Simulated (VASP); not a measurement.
The system is SnO3.

```
CELL_PARAMETERS angstrom
0.00000 2.86000 2.86000
2.86000 0.00000 2.86000
2.86000 2.86000 0.00000
ATOMIC_POSITIONS crystal
Sn 0.00000 0.00000 0.00000
O 0.50000 0.50000 0.50000
O 0.25000 0.25000 0.25000
O 0.75000 0.75000 0.75000
```

* Program: VASP 6.6.1
* Task: relaxation of cell and atoms
* Functional: PBE
* Potentials or basis: VASP PAW PBE potentials, release 64 (Sn_d, O)
* Cutoff: 600 eV
* k mesh: 7 × 7 × 7
* Occupations: fermi-dirac, width 0.02 eV
* Spin: no spin polarisation

At the start: pressure -19.1 GPa; volume 11.70 Å³/atom.

Q: How do energy, volume and symmetry change on relaxing?

A: Over 3 steps the energy falls by 135.2 meV/atom and the volume is 9.80 Å³/atom (-16.2 %); space group Fm-3m (No. 225, to 0.1 Å) before and after.

The path:
```
step  energy change (eV)  largest force (eV/Å)  pressure (GPa)  volume (Å³)
   1              0.0000                0.0000          -19.11        46.79
   2             -0.5178                0.0000            6.05        37.96
   3             -0.5410                0.0000            0.05        39.21
```

Final structure:
```
CELL_PARAMETERS angstrom
0.00000 2.69649 2.69649
2.69649 0.00000 2.69649
2.69649 2.69649 0.00000
ATOMIC_POSITIONS crystal
Sn 0.00000 0.00000 0.00000
O 0.50000 0.50000 0.50000
O 0.25000 0.25000 0.25000
O 0.75000 0.75000 0.75000
```

Caveat: the volume moved by over 15 % at a fixed basis, so the end points are rough.
